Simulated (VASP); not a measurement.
A run of VASP 6.6.1 is set up as follows.

The input INCAR:

```
  PREC = Accurate
  ENCUT = 520
  EDIFF = 1E-6
  ISMEAR = -1
  SIGMA = 0.1
  LREAL = False
  LASPH = True
  NELM = 100
  ALGO = Normal
  ISIF = 2
  LWAVE = False
  LCHARG = True
  GGA = RP
  LELF = True
  LVHAR = True
  NBANDS = 12
```

File KPOINTS:

```
regular mesh
0
Gamma
  11 11 11
```

The input POSCAR:

```
Tl
1.0
    3.4231769363      0.0000000000      0.0000000000
    0.0000000000      3.4231769363      0.0000000000
    0.0000000000      0.0000000000      3.4231769363
Tl
1
Direct
    0.0000000000      0.0000000000      0.0000000000
```

Potentials or basis: VASP PAW PBE potentials, release 64 (Tl_d).

The run is started by

```sh
$ cat potpaw_PBE.64/Tl_d/POTCAR > POTCAR
$ mpirun -np 1 vasp_std > vasp.out
```

**Question.** Predict the pressure.

**Answer.** -1.0 GPa.

Caveat: the PAW data sets were made with another functional, which shifts forces and pressure a little.
